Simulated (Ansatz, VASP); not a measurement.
**WC: VASP beside Ansatz**

```xyz
2
Lattice="2.7258 0.0000 0.0000 0.0000 2.7258 0.0000 0.0000 0.0000 2.7258" Properties=species:S:1:pos:R:3 pbc="T T T"
W     1.3629    1.3629    1.3629
C     0.0000    0.0000    0.0000
```

Change from the starting cell: species swapped into the CuPd type (Pm-3m, No. 221).

Alike in both runs: functional PBE; k mesh 20 × 20 × 20; occupations gaussian, width 0.1 eV; no spin polarisation.

Ansatz relaxed the structure, and its values are those at the end. VASP's run is a single point on that final structure, the one shown.

|  | VASP | Ansatz |
| --- | --- | --- |
| version | VASP 6.6.1 | Ansatz 0.2.0 |
| potentials or method | VASP PAW PBE potentials, release 64 (W_sv, C), cutoff 520 eV | scalar-relativistic, plane waves, PAW |
| valence electrons in the cell | 18 | 18 |

Ansatz gave:

| Property | Result |
| --- | --- |
| gap on the k mesh at the Fermi level (eV) | none |
| pressure (GPa) | 0.0 |

Problem. Estimate VASP's values.

Solution. gap on the k mesh at the Fermi level (eV): none; pressure (GPa): 1.3.

A gap of «none» marks a metal or a gap that the smearing closes.

Neither program's run includes spin-orbit coupling.
